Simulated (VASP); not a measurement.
# Al (Fm-3m) in VASP: settings compared

Aim: see how the results for Al move with the level of theory and the settings. Levels: BLYP, SVWN5. Tasks: single point.

All numbers are computed with VASP 6.6.1; they aren't measurements. Logs are shortened: lines on timing, memory, paths and dates and some standing lists are left out, and cuts for length are marked.

### Step 1. The cell of the first run

It takes space group Fm-3m (No. 225, cubic). The conventional cell has a = 3.967 Å, b = 3.967 Å, c = 3.967 Å, α = 90.00°, β = 90.00°, γ = 90.00°. Al (site symmetry m-3m) has 12 Al at 2.81 Å within 3.7 Å.

### Step 2. Single point, BLYP

The input, INCAR:

```
SYSTEM = Al
PREC = Accurate
ENCUT = 520
EDIFF = 1E-6
ISMEAR = -1
SIGMA = 0.05
LREAL = .False.
LASPH = .True.
NELM = 80
ALGO = Fast
ISIF = 2
LWAVE = .False.
LCHARG = .False.
GGA = B5
ALDAX = 1.0
AGGAX = 1.0
AGGAC = 1.0
ALDAC = 0.0
NBANDS = 8
```

The input, KPOINTS:

```
regular mesh
0
Gamma
  11 11 11
  0 0 0
```

The input, POSCAR:

```
Al
1.0
    0.0000000000      1.9834708509      1.9834708509
    1.9834708509      0.0000000000      1.9834708509
    1.9834708509      1.9834708509      0.0000000000
Al
1
Direct
    0.0000000000      0.0000000000      0.0000000000
```

Potentials or basis: VASP PAW PBE potentials, release 64 (Al).

Command:

```
cat potpaw_PBE.64/Al/POTCAR > POTCAR
mpirun -np 1 vasp_std > vasp.out
```

OUTCAR:

```text
SYSTEM = Al
   PREC = Accurate
   ENCUT = 520
   EDIFF = 1E-6
   ISMEAR = -1
   LREAL = .False.
   LASPH = .True.
   NELM = 80
   ISIF = 2
   GGA = B5

 ion  position               nearest neighbor table
   1  0.000  0.000  0.000-

  LATTYP: Found a face centered cubic cell.
 ALAT       =     3.9669417018

  Lattice vectors:

 A1 = (   0.0000000000,   1.9834708509,   1.9834708509)
 A2 = (   1.9834708509,   0.0000000000,   1.9834708509)
 A3 = (   1.9834708509,   1.9834708509,   0.0000000000)

Analysis of symmetry for initial positions (statically):
=====================================================================
 Subroutine PRICEL returns:
 Original cell was already a primitive cell.

 Routine SETGRP: Setting up the symmetry group for a
 face centered cubic supercell.

 Subroutine GETGRP returns: Found 48 space group operations
[... 9 lines left out ...]

 Routine SETGRP: Setting up the symmetry group for a
 face centered cubic supercell.

 Subroutine GETGRP returns: Found 48 space group operations
 (whereof 48 operations were pure point group operations)
 out of a pool of 48 trial point group operations.

The dynamic configuration has the point symmetry O_h .

 Subroutine INISYM returns: Found 48 space group operations
 (whereof 48 operations are pure point group operations),
 and found     1 'primitive' translations

----------------------------------------------------------------------------------------

                                     Primitive cell

  volume of cell :      15.6066

  direct lattice vectors                    reciprocal lattice vectors
     0.000000000  1.983470851  1.983470851    -0.252083362  0.252083362  0.252083362
     1.983470851  0.000000000  1.983470851     0.252083362 -0.252083362  0.252083362
     1.983470851  1.983470851  0.000000000     0.252083362  0.252083362 -0.252083362

  length of vectors
     2.805051378  2.805051378  2.805051378     0.436621190  0.436621190  0.436621190

  position of ions in fractional coordinates (direct lattice)
     0.000000000  0.000000000  0.000000000

  ion indices of the primitive-cell ions
   primitive index   ion index
                 1           1

----------------------------------------------------------------------------------------

 KPOINTS: regular mesh

Automatic generation of k-mesh.
 Grid dimensions read from file:
[... 60 lines left out ...]
   LNONCOLLINEAR =      F non collinear calculations
   LSORBIT =      F    spin-orbit coupling
   LASPH  =      T    aspherical Exc in radial PAW
   ENCUT  =  520.0 eV  38.22 Ry    6.18 a.u.   5.22  5.22  5.22*2*pi/ulx,y,z
   NELM   =     80;   NELMIN=  2; NELMDL= -5     # of ELM steps
   EDIFF  = 0.1E-05   stopping-criterion for ELM
   LREAL  =      F    real-space projection
   EDIFFG = 0.1E-04   stopping-criterion for IOM
   NSW    =      0    number of steps for IOM
   IBRION =     -1    ionic relax: 0-MD 1-quasi-New 2-CG
   NFREE  =      0    steps in history (QN), initial steepest desc. (CG)
   ISIF   =      2    stress and relaxation
   ISYM   =      2    0-nonsym 1-usesym 2-fastsym
   POTIM  = 0.5000    time-step for ionic-motion
   TEBEG  =    0.0;   TEEND  =   0.0 temperature during run
   PSTRESS=    0.0 pullay stress
   NELECT =       3.0000    total number of electrons
   NUPDOWN=      -1.0000    fix difference up-down
   EMIN   =  10.00;   EMAX   =-10.00  energy-range for DOS
   EFERMI =   0.00;   METHOD = LEGACY
   ISMEAR =    -1;   SIGMA  =   0.05  broadening in eV -4-tet -1-fermi 0-gaus
   EFERMI_NEDOS =   21; number of points for ismear=-14 and -15
   IALGO  =     68    algorithm
   IMIX   =      4    mixing-type and parameters
     AMIX     =   0.40;   BMIX     =  1.00
     AMIX_MAG =   1.60;   BMIX_MAG =  1.00
  volume/ion in A,a.u.               =      15.61       105.32
  Fermi-wavevector in a.u.,A,eV,Ry     =   0.944814  1.785439 12.145548  0.892673
  Thomas-Fermi vector in A             =   2.072655
   LORBIT       =      0    0 simple, 1 ext, 2 COOP (PROOUT), +10 PAW based schemes
   GGA     = B5    functional components
   LHFCALC =     F    Hartree Fock is set to
   AEXX    =    0.0000 exact exchange contribution
   IVDW    =     0    specifies the selected vdW correction
   LEPSILON=     F    determine dielectric tensor
   LRPA    =     F    only Hartree local field effects (RPA)
 non-spin polarized calculation
 RMM-DIIS sequential band-by-band and
  energy-cutoff  :      520.00
  volume of cell :       15.61
 maximum number of plane-waves:       440
 NGX is ok and might be reduce to    24
   NGX = 11   NGY = 11   NGZ = 11

 number of electron       3.0000000 magnetization

 Free energy of the ion-electron system (eV)
  ---------------------------------------------------
  ext. energy  EPLUGINS =         0.00000000
  ---------------------------------------------------
  free energy    TOTEN  =        -2.67167411 eV

  energy without entropy =       -2.66757009  energy(sigma->0) =       -2.66962210

 E-fermi :   9.0878     XC(G=0):  -9.8757

 val. band max:        8.9161888289   @ k =  -0.3636   0.3636   0.0000
 cond. band min:       9.0971739955   @ k =   0.4545   0.1818   0.0909
 fundamental gap:      0.1809851666
 Fermi energy:         9.0878101136

 k-point     1 :       0.0000    0.0000    0.0000
  band No.  band energies     occupation
      1      -2.4326      2.00000
      2      21.9626      0.00000
      3      21.9626      0.00000
      4      21.9626      0.00000
      5      23.7416      0.00000
      6      23.7416      0.00000
      7      23.7416      0.00000
      8      26.0372      0.00000
[... 243 lines left out ...]
 k-point    24 :      -0.1818    0.1818    0.0000
  band No.  band energies     occupation
      1       0.0287      2.00000
      2      12.9610      0.00000
      3      14.5832      0.00000
      4      21.3122      0.00000
      5      23.4421      0.00000
      6      24.3647      0.00000
      7      25.7168      0.00000
      8      26.6503      0.00000

 [... further k-points ...]
[... 5 lines left out ...]
  --------------------------------------------------------------------------------------
  -------------------------------------------------------------------------------------
  Total        0.8257320      0.8257320      0.8257320     -0.0000000      0.0000000      0.0000000
  in kB       84.7700092     84.7700092     84.7700092     -0.0000000      0.0000000      0.0000000
  external PRESSURE =      84.7700092 kB  Pullay stress =       0.0000000 kB

 VOLUME and BASIS-vectors are now :
 -----------------------------------------------------------------------------
  energy-cutoff  :      520.00
  volume of cell :       15.61
      direct lattice vectors                 reciprocal lattice vectors
     0.000000000  1.983470851  1.983470851    -0.252083362  0.252083362  0.252083362
     1.983470851  0.000000000  1.983470851     0.252083362 -0.252083362  0.252083362
     1.983470851  1.983470851  0.000000000     0.252083362  0.252083362 -0.252083362

 POSITION                                       TOTAL-FORCE (eV/Angst)
 -----------------------------------------------------------------------------------
      0.00000      0.00000      0.00000         0.000000      0.000000      0.000000
 -----------------------------------------------------------------------------------
    total drift:                                0.000000      0.000000      0.000000

  FREE ENERGIE OF THE ION-ELECTRON SYSTEM (eV)
  ---------------------------------------------------
  free  energy   TOTEN  =        -2.6716741073 eV

  energy  without entropy=       -2.6675700888  energy(sigma->0) =       -2.66962210
```

stdout:

```text
POSCAR found type information on POSCAR Al
 POSCAR found :  1 types and       1 ions
 scaLAPACK will be used
 -----------------------------------------------------------------------------
|                                                                             |
|                                                                             |
|     You enforced a specific xc type in the INCAR file but a different       |
|     I HOPE YOU KNOW WHAT YOU ARE DOING!                                     |
|                                                                             |
 -----------------------------------------------------------------------------

 LDA part: xc-table for (Slater(with rela. corr.)+VWN5), standard interpolation
 POSCAR, INCAR and KPOINTS ok, starting setup
 FFT: planning ... GRIDC
 FFT: planning ... GRID_SOFT
 FFT: planning ... GRID
 WAVECAR not read
 entering main loop
```

Wall time 7.5 s (1 thread of Intel Xeon 6975P-C, shared host); peak memory 0.13 GiB.

What came out:

```
Free energy : -2.6717 eV
Pressure    : 8.5 GPa
```

Levels at points of the mesh, in eV from the Fermi level:
| k point | band 1 | band 2 | band 3 | band 4 | band 5 | band 6 |
| --- | --- | --- | --- | --- | --- | --- |
| (0.00, 0.00, 0.00) | -11.52 | 12.87 | 12.87 | 12.87 | 14.65 | 14.65 |

Caveat: the PAW data sets were made with another functional, which shifts forces and pressure a little.

### Step 3. Single point, BLYP

This run uses another cell than the first one, of 15.94 Å³/atom, 1.021 times its volume.

The input, INCAR:

```
AGGAC = 1.0
AGGAX = 1.0
ALDAC = 0.0
ALDAX = 1.0
ALGO = Fast
EDIFF = 1E-7
ENCUT = 520
GGA = B5
ISIF = 2
ISMEAR = -1
LASPH = T
LCHARG = T
LELF = T
LREAL = F
LVHAR = T
LWAVE = F
NBANDS = 8
NELM = 80
PREC = Accurate
SIGMA = 0.05
```

The input, KPOINTS:

```
k-points
0
Gamma
  11 11 11
```

The input, POSCAR:

```
Al
1.0
    0.0000000000      1.9974394157      1.9974394157
    1.9974394157      0.0000000000      1.9974394157
    1.9974394157      1.9974394157      0.0000000000
Al
1
Direct
    0.0000000000      0.0000000000      0.0000000000
```

Potentials or basis: VASP PAW PBE potentials, release 64 (Al).

Command:

```
cat potpaw_PBE.64/Al/POTCAR > POTCAR
mpirun -np 1 vasp_std > vasp.out
```

OUTCAR:

```text
EDIFF = 1E-7
   ENCUT = 520
   GGA = B5
   ISIF = 2
   ISMEAR = -1
   LASPH = T
   LREAL = F
   NELM = 80
   PREC = Accurate

 ion  position               nearest neighbor table
   1  0.000  0.000  0.000-

  LATTYP: Found a face centered cubic cell.
 ALAT       =     3.9948788314

  Lattice vectors:

 A1 = (   0.0000000000,   1.9974394157,   1.9974394157)
 A2 = (   1.9974394157,   0.0000000000,   1.9974394157)
 A3 = (   1.9974394157,   1.9974394157,   0.0000000000)

Analysis of symmetry for initial positions (statically):
=====================================================================
 Subroutine PRICEL returns:
 Original cell was already a primitive cell.

 Routine SETGRP: Setting up the symmetry group for a
 face centered cubic supercell.

 Subroutine GETGRP returns: Found 48 space group operations
[... 9 lines left out ...]

 Routine SETGRP: Setting up the symmetry group for a
 face centered cubic supercell.

 Subroutine GETGRP returns: Found 48 space group operations
 (whereof 48 operations were pure point group operations)
 out of a pool of 48 trial point group operations.
[... 143 lines left out ...]
  ---------------------------------------------------
  free energy    TOTEN  =        -2.68713766 eV

  energy without entropy =       -2.68311452  energy(sigma->0) =       -2.68512609

 E-fermi :   8.8637     XC(G=0):  -9.7968

 val. band max:        8.6546373802   @ k =  -0.4545   0.4545   0.0909
 cond. band min:       8.8693119916   @ k =   0.4545   0.1818   0.0909
 fundamental gap:      0.2146746114
 Fermi energy:         8.8636838294

 k-point     1 :       0.0000    0.0000    0.0000
  band No.  band energies     occupation
      1      -2.5120      2.00000
      2      21.6148      0.00000
      3      21.6148      0.00000
      4      21.6148      0.00000
      5      23.2222      0.00000
      6      23.2222      0.00000
      7      23.2222      0.00000
      8      25.6609      0.00000
[... 243 lines left out ...]
 k-point    24 :      -0.1818    0.1818    0.0000
  band No.  band energies     occupation
      1      -0.0842      2.00000
      2      12.7024      0.00000
      3      14.2533      0.00000
      4      20.8988      0.00000
      5      23.0181      0.00000
      6      23.9819      0.00000
      7      25.2258      0.00000
      8      26.1629      0.00000

 [... further k-points ...]
[... 5 lines left out ...]
  --------------------------------------------------------------------------------------
  -------------------------------------------------------------------------------------
  Total        0.6452949      0.6452949      0.6452949      0.0000000     -0.0000000      0.0000000
  in kB       64.8661239     64.8661239     64.8661239      0.0000000     -0.0000000      0.0000000
  external PRESSURE =      64.8661239 kB  Pullay stress =       0.0000000 kB

 VOLUME and BASIS-vectors are now :
 -----------------------------------------------------------------------------
  energy-cutoff  :      520.00
  volume of cell :       15.94
      direct lattice vectors                 reciprocal lattice vectors
     0.000000000  1.997439416  1.997439416    -0.250320483  0.250320483  0.250320483
     1.997439416  0.000000000  1.997439416     0.250320483 -0.250320483  0.250320483
     1.997439416  1.997439416  0.000000000     0.250320483  0.250320483 -0.250320483

 POSITION                                       TOTAL-FORCE (eV/Angst)
 -----------------------------------------------------------------------------------
      0.00000      0.00000      0.00000         0.000000      0.000000      0.000000
 -----------------------------------------------------------------------------------
    total drift:                                0.000000      0.000000      0.000000

  FREE ENERGIE OF THE ION-ELECTRON SYSTEM (eV)
  ---------------------------------------------------
  free  energy   TOTEN  =        -2.6871376611 eV

  energy  without entropy=       -2.6831145174  energy(sigma->0) =       -2.68512609
```

OSZICAR:

```text
N       E                     dE             d eps       ncg     rms          rms(c)
DAV:   1    -0.136257450398E+01   -0.13626E+01   -0.85710E+02   904   0.203E+02
DAV:   2    -0.268036580115E+01   -0.13178E+01   -0.12795E+01  1248   0.182E+01
DAV:   3    -0.268757909170E+01   -0.72133E-02   -0.72068E-02  1256   0.146E+00
DAV:   4    -0.268760394578E+01   -0.24854E-04   -0.24854E-04  1336   0.707E-02
DAV:   5    -0.268760402381E+01   -0.78036E-07   -0.78536E-07  1248   0.184E-03    0.859E-01
RMM:   6    -0.268666697799E+01    0.93705E-03   -0.14860E-03   897   0.248E-01    0.543E-01
RMM:   7    -0.268706159458E+01   -0.39462E-03   -0.51984E-03  1008   0.481E-01    0.674E-02
RMM:   8    -0.268713034030E+01   -0.68746E-04   -0.21383E-04   998   0.850E-02    0.243E-02
RMM:   9    -0.268713704321E+01   -0.67029E-05   -0.45040E-05  1029   0.395E-02    0.210E-02
RMM:  10    -0.268713746041E+01   -0.41721E-06   -0.37817E-06  1094   0.115E-02    0.325E-02
RMM:  11    -0.268713760773E+01   -0.14732E-06   -0.17503E-06  1027   0.820E-03    0.706E-03
RMM:  12    -0.268713766111E+01   -0.53382E-07   -0.49373E-07  1019   0.399E-03
   1 F= -.26871377E+01 E0= -.26851261E+01  d E =-.402314E-02
```

stdout:

```text
POSCAR found type information on POSCAR Al
 POSCAR found :  1 types and       1 ions
 scaLAPACK will be used
 -----------------------------------------------------------------------------
|                                                                             |
|                                                                             |
|     You enforced a specific xc type in the INCAR file but a different       |
|     I HOPE YOU KNOW WHAT YOU ARE DOING!                                     |
|                                                                             |
 -----------------------------------------------------------------------------

 LDA part: xc-table for (Slater(with rela. corr.)+VWN5), standard interpolation
 POSCAR, INCAR and KPOINTS ok, starting setup
 FFT: planning ... GRIDC
 FFT: planning ... GRID_SOFT
 FFT: planning ... GRID
 WAVECAR not read
 entering main loop
```

Run time: 9.4 s. Hardware: 1 thread of Intel Xeon 6975P-C, shared host; peak memory 0.13 GiB.

What came out:

```yaml
Free_energy: -2.6871 eV
Pressure: 6.5 GPa
```

Levels at points of the mesh, in eV from the Fermi level:
```csv
k point,band 1,band 2,band 3,band 4,band 5,band 6
"(0.00, 0.00, 0.00)",-11.38,12.75,12.75,12.75,14.36,14.36
```

Caveat: the PAW data sets were made with another functional, which shifts forces and pressure a little.

[end of part 1 of 2]
